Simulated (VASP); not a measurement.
# HfGa2As2 (P-3m1) in VASP: notebook, part 2 of 2

VASP 6.6.1.

## (6) Relaxation of cell and atoms, PBE

File INCAR:

```
ALGO = Fast
EDIFF = 1E-6
EDIFFG = -0.04
ENCUT = 600
GGA = PE
IBRION = 2
ISIF = 3
ISMEAR = 0
LASPH = True
LCHARG = False
LREAL = False
LWAVE = False
NELM = 100
NSW = 90
PREC = Accurate
SIGMA = 0.1
```

File KPOINTS:

```
k-points
0
Gamma
  6 6 4
```

File POSCAR:

```
HfGa2As2
1.0
    4.1661395300      0.0000000000      0.0000000000
   -2.0830697700      3.6079826700      0.0000000000
    0.0000000000      0.0000000000      7.0187475200
Hf Ga As
1 2 2
Direct
    0.0000000000      0.0000000000      0.0000000000
    0.6666666700      0.3333333300      0.3675067400
    0.3333333300      0.6666666700      0.6324932600
    0.6666666700      0.3333333300      0.7330531500
    0.3333333300      0.6666666700      0.2669468500
```

Potentials or basis: VASP PAW PBE potentials, release 64 (Hf_pv, Ga_d, As).

On the command line:

```bash
cat potpaw_PBE.64/Hf_pv/POTCAR potpaw_PBE.64/Ga_d/POTCAR potpaw_PBE.64/As/POTCAR > POTCAR
mpirun -np 1 vasp_std > vasp.out
```

OUTCAR:

```text
EDIFF = 1E-6
   EDIFFG = -0.04
   ENCUT = 600
   GGA = PE
   IBRION = 2
   ISIF = 3
   ISMEAR = 0
   LASPH = True
   LREAL = False
   NELM = 100
   NSW = 90
   PREC = Accurate

 ion  position               nearest neighbor table
   1  0.000  0.000  0.000-   4 3.05   5 3.05   4 3.05   5 3.05   4 3.05   5 3.05
   2  0.667  0.333  0.368-   5 2.51   5 2.51   5 2.51   4 2.57
   3  0.333  0.667  0.632-   4 2.51   4 2.51   4 2.51   5 2.57
   4  0.667  0.333  0.733-   3 2.51   3 2.51   3 2.51   2 2.57   1 3.05   1 3.05   1 3.05
   5  0.333  0.667  0.267-   2 2.51   2 2.51   2 2.51   3 2.57   1 3.05   1 3.05   1 3.05

  LATTYP: Found a hexagonal cell.
 ALAT       =     4.1661395300
 C/A-ratio  =     1.6847125425

  Lattice vectors:

 A1 = (   4.1661395300,   0.0000000000,   0.0000000000)
 A2 = (  -2.0830697700,   3.6079826700,   0.0000000000)
 A3 = (   0.0000000000,   0.0000000000,   7.0187475200)

Analysis of symmetry for initial positions (statically):
=====================================================================
 Subroutine PRICEL returns:
 Original cell was already a primitive cell.

 Routine SETGRP: Setting up the symmetry group for a
 hexagonal supercell.

 Subroutine GETGRP returns: Found 12 space group operations
 (whereof 12 operations were pure point group operations)
 out of a pool of 24 trial point group operations.

The static configuration has the point symmetry D_3d.

Analysis of symmetry for dynamics (positions and initial velocities):
=====================================================================
 Subroutine PRICEL returns:
 Original cell was already a primitive cell.

 Routine SETGRP: Setting up the symmetry group for a
 hexagonal supercell.

 Subroutine GETGRP returns: Found 12 space group operations
 (whereof 12 operations were pure point group operations)
 out of a pool of 24 trial point group operations.

The dynamic configuration has the point symmetry D_3d.

[... 116 lines left out ...]
   EMIN   =  10.00;   EMAX   =-10.00  energy-range for DOS
   EFERMI =   0.00;   METHOD = LEGACY
   ISMEAR =     0;   SIGMA  =   0.10  broadening in eV -4-tet -1-fermi 0-gaus
   EFERMI_NEDOS =   21; number of points for ismear=-14 and -15
   IALGO  =     68    algorithm
   IMIX   =      4    mixing-type and parameters
     AMIX     =   0.40;   BMIX     =  1.00
     AMIX_MAG =   1.60;   BMIX_MAG =  1.00
  volume/ion in A,a.u.               =      21.10       142.39
  Fermi-wavevector in a.u.,A,eV,Ry     =   1.241390  2.345886 20.967237  1.541048
  Thomas-Fermi vector in A             =   2.375790
   LORBIT       =      0    0 simple, 1 ext, 2 COOP (PROOUT), +10 PAW based schemes
   GGA     = PE    functional components
   LHFCALC =     F    Hartree Fock is set to
   AEXX    =    0.0000 exact exchange contribution
   IVDW    =     0    specifies the selected vdW correction
   LEPSILON=     F    determine dielectric tensor
   LRPA    =     F    only Hartree local field effects (RPA)
 conjugate gradient relaxation of ions
 non-spin polarized calculation
 RMM-DIIS sequential band-by-band and
 Gauss-broadening in eV      SIGMA  =   0.10
  energy-cutoff  :      600.00
  volume of cell :      105.50
 maximum number of plane-waves:      3548
 NGX is ok and might be reduce to    36
   NGX = 17   NGY = 17   NGZ = 29

--------------------------------------- Ionic step        1  -------------------------------------------

 number of electron      46.0000000 magnetization

 Free energy of the ion-electron system (eV)
  ---------------------------------------------------
  ext. energy  EPLUGINS =         0.00000000
  ---------------------------------------------------
  free energy    TOTEN  =       -24.14367049 eV

  energy without entropy =      -24.12530725  energy(sigma->0) =      -24.13448887

------------------------ aborting loop because EDIFF is reached ----------------------------------------

  FORCE on cell =-STRESS in cart. coord.  units (eV):
  Direction    XX          YY          ZZ          XY          YZ          ZX
  --------------------------------------------------------------------------------------
  -------------------------------------------------------------------------------------
  Total        0.9393978      0.9393978      1.9505396     -0.0000000      0.0000000     -0.0000000
  in kB       14.2660010     14.2660010     29.6215291     -0.0000000      0.0000000     -0.0000000
  external PRESSURE =      19.3845104 kB  Pullay stress =       0.0000000 kB
[... 1555 lines left out ...]
     26       6.6323      0.00000
     27       6.6323      0.00000

[... ionic steps 4 to 21 ...]

--------------------------------------- Ionic step       22  -------------------------------------------

 number of electron      45.9999963 magnetization

------------------------ aborting loop because EDIFF is reached ----------------------------------------
[... 73 lines left out ...]
--------------------------------------- Ionic step       24  -------------------------------------------

 number of electron      45.9999971 magnetization

 Free energy of the ion-electron system (eV)
  ---------------------------------------------------
  ext. energy  EPLUGINS =         0.00000000
  ---------------------------------------------------
  free energy    TOTEN  =       -26.80865569 eV

  energy without entropy =      -26.80257173  energy(sigma->0) =      -26.80561371

 E-fermi :   4.9040     XC(G=0): -10.2693

 val. band max:        4.8394132057   @ k =   0.3333   0.3333   0.2500
 cond. band min:       4.9890157316   @ k =   0.0000   0.0000   0.5000
 fundamental gap:      0.1496025260
 Fermi energy:         4.9040371104
[... 750 lines left out ...]
  FREE ENERGIE OF THE ION-ELECTRON SYSTEM (eV)
  ---------------------------------------------------
  free  energy   TOTEN  =       -26.8086556881 eV

  energy  without entropy=      -26.8025717336  energy(sigma->0) =      -26.80561371

 reached required accuracy - stopping structural energy minimisation
```

OSZICAR:

```text
N       E                     dE             d eps       ncg     rms          rms(c)
DAV:   1     0.378271890060E+03    0.37827E+03   -0.24051E+04  1302   0.253E+03
DAV:   2     0.204361271938E+02   -0.35784E+03   -0.35079E+03  1401   0.574E+02
DAV:   3    -0.231839335918E+02   -0.43620E+02   -0.42170E+02  1547   0.154E+02
[... 447 lines left out ...]
RMM:   5    -0.268086529646E+02   -0.12886E-04   -0.17742E-04  1864   0.811E-02    0.154E-02
RMM:   6    -0.268086539531E+02   -0.98856E-06   -0.49735E-05  1679   0.375E-02    0.157E-02
RMM:   7    -0.268086557007E+02   -0.17475E-05   -0.18593E-05  1244   0.194E-02    0.313E-02
RMM:   8    -0.268086552446E+02    0.45607E-06   -0.11284E-05  1184   0.158E-02    0.142E-02
RMM:   9    -0.268086556881E+02   -0.44351E-06   -0.47896E-06   957   0.101E-02
  24 F= -.26808656E+02 E0= -.26805614E+02  d E =-.109378E-02
```

CONTCAR:

```text
HfGa2As2
   1.00000000000000
     3.7819520589786286    0.0000000005765128   -0.0000000000000000
    -1.8909760335289560    3.2752665596092783    0.0000000000000001
     0.0000000000000001    0.0000000000000001    8.8389210254273056
  Hf              Ga              As
     1     2     2
Direct
     0.0000000000000000    0.0000000000000000    0.0000000000000000
     0.6666666699999979    0.3333333300000021    0.3709615327642615
     0.3333333300000021    0.6666666699999979    0.6290384672357384
     0.6666666699999979    0.3333333300000021    0.8127818400985027
     0.3333333300000021    0.6666666699999979    0.1872181599014972

  0.00000000E+00  0.00000000E+00  0.00000000E+00
  0.00000000E+00  0.00000000E+00  0.00000000E+00
  0.00000000E+00  0.00000000E+00  0.00000000E+00
  0.00000000E+00  0.00000000E+00  0.00000000E+00
  0.00000000E+00  0.00000000E+00  0.00000000E+00
```

It took 68 min on 1 thread of Oxide Virtual Turin-like, shared host; peak memory 0.3 GiB.

What came out:

| Property | Result |
| --- | --- |
| Free energy | -26.8087 eV |
| Relaxed volume | 21.90 Å³/atom |
| Relaxed cell | a = 3.782 Å, b = 3.782 Å, c = 8.839 Å, α = 90.00°, β = 90.00°, γ = 120.00° |
| Space group after relaxing (to 0.1 Å) | P-3m1 (No. 164) |
| Energy gained by relaxing | 533.0 meV/atom |
| Ionic steps | 24 |
| Pressure after relaxing | 0.0 GPa |
| Largest force after relaxing | 0.005 eV/Å |
| Band gap on the k mesh | zero (bands 23 and 24 overlap by 1.46 eV) |

Forces in eV/Å, atoms in the order of the input:
```
Hf   0.000  0.000  0.000
Ga   0.000  0.000 -0.005
Ga   0.000  0.000  0.005
As   0.000  0.000  0.005
As   0.000  0.000 -0.005
```

The path:
```
step  energy change (eV)  largest force (eV/Å)  pressure (GPa)  volume (Å³)
   1              0.0000                2.3763            1.94       105.50
   2             -0.5496                1.9540           -0.91       109.44
   3             -1.2124                1.4029           -3.40       117.70
   4             -1.3300                0.2746           -4.44       135.35
   5             -1.4793                0.4854           -4.38       127.90
   6             -1.8060                0.7166            1.20       119.32
   7             -1.8066                0.7064            0.91       119.65
   8             -2.0577                0.6758            0.64       120.41
   9             -2.4766                0.8932           -0.67       120.97
  10             -2.5764                0.3659           -0.75       118.43
  11             -2.5882                0.1237           -0.73       117.34
  12             -2.6054                0.2238            0.98       113.98
  13             -2.6058                0.2109            0.71       114.45
  14             -2.6206                0.1974            0.08       114.84
  15             -2.6222                0.2125           -0.16       114.99
  16             -2.6294                0.1938           -0.11       114.58
  17             -2.6476                0.1276           -0.19       113.33
  18             -2.6615                0.0319           -0.53       110.84
  19             -2.6432                0.1969            2.24       105.99
  20             -2.6639                0.0226            0.18       109.52
  21             -2.6639                0.0173           -0.07       109.66
  22             -2.6639                0.0210            0.11       109.56
  23             -2.6643                0.0233           -0.12       109.43
  24             -2.6650                0.0050            0.02       109.49
```

Final structure:
```yaml
crystal:
  lattice:
    - [3.78195, 0.00000, 0.00000]
    - [-1.89098, 3.27527, 0.00000]
    - [0.00000, 0.00000, 8.83892]
  atoms:
    - { symbol: Hf, position: [0.00000, 0.00000, 0.00000] }
    - { symbol: Ga, position: [0.66667, 0.33333, 0.37096] }
    - { symbol: Ga, position: [0.33333, 0.66667, 0.62904] }
    - { symbol: As, position: [0.66667, 0.33333, 0.81278] }
    - { symbol: As, position: [0.33333, 0.66667, 0.18722] }
```

Caveat: a cell axis changed by over 15 % at a fixed basis, so the end point is rough; spin-orbit coupling is left out, which moves the levels of the heavy elements.

## (7) Overview

```csv
task,cell,k mesh,cutoff (eV),smearing,gap on the mesh (eV),pressure (GPa),largest force (eV/Å)
single point,"a = 4.166, b = 4.166, c = 7.019 Å, angles 90.0, 90.0, 120.0°, 5 atoms, atomic positions A",6 × 6 × 4,520,gaussian 0.1 eV,none,2.0,2.38
single point,"a = 3.779, b = 3.779, c = 8.851 Å, angles 90.0, 90.0, 120.0°, 5 atoms, atomic positions B",6 × 6 × 4,520,gaussian 0.1 eV,none,0.2,0.03
single point,"a = 3.792, b = 3.792, c = 17.688 Å, angles 90.0, 90.0, 120.0°, 10 atoms, atomic positions C",6 × 6 × 2,520,gaussian 0.2 eV,none,0.0,0.03
single point,"a = 3.792, b = 3.792, c = 8.844 Å, angles 90.0, 90.0, 120.0°, 5 atoms, atomic positions D",12 × 12 × 4,520,gaussian 0.1 eV,none,0.0,0.03
relaxation of cell and atoms,"relaxed from a = 4.166, b = 4.166, c = 7.019 Å, angles 90.0, 90.0, 120.0°, 5 atoms, atomic positions A",6 × 6 × 4,600,gaussian 0.1 eV,none,0.0,0.01
```

Alike in all rows: level PBE; potentials or basis VASP PAW PBE potentials, release 64 (Hf_pv, Ga_d, As); no spin polarisation.

Caveats: spin-orbit coupling is left out, which moves the levels of the heavy elements; forces of over 1 eV/Å act on the atoms, so gaps and moduli don't describe the material at rest (at least some runs); a cell axis changed by over 15 % at a fixed basis, so the end point is rough (at least some runs).

Absolute energies hang on the potentials; compare differences alone.

The gap in the log of VASP goes by the Fermi energy; the results here count the filled bands.